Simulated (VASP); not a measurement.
A run of VASP 6.6.1:

INCAR

```
SYSTEM = AlN
PREC = Accurate
ENCUT = 520
EDIFF = 1E-6
ISMEAR = 0
SIGMA = 0.05
LREAL = .False.
LASPH = .True.
NELM = 100
ALGO = Normal
ISIF = 2
LWAVE = .False.
LCHARG = .False.
GGA = PE
NBANDS = 16
```

KPOINTS

```
regular mesh
0
Gamma
  12 12 6
  0 0 0
```

The input POSCAR:

```
AlN
1.0
    3.1576671839      0.0000000000      0.0000000000
   -1.5788335919      2.7346199979      0.0000000000
    0.0000000000      0.0000000000      4.9033300000
Al N
2 2
Direct
    0.3333333333      0.6666666667      0.0000000000
    0.6666666667      0.3333333333      0.5000000000
    0.3333333333      0.6666666667      0.3850000000
    0.6666666667      0.3333333333      0.8850000000
```

Potentials or basis: VASP PAW PBE potentials, release 64 (Al, N).

Launch:

```sh
$ cat potpaw_PBE.64/Al/POTCAR potpaw_PBE.64/N/POTCAR > POTCAR
$ mpirun -np 1 vasp_std > vasp.out
```

Hardware: 1 thread of Intel Xeon 8259CL (shared host).

**Question.** Estimate the wall time of this run.

**Answer.** It took 58 s on 1 thread of Intel Xeon 8259CL (shared host), peak memory 0.17 GiB. Counts: scf iterations 13, k points 76.
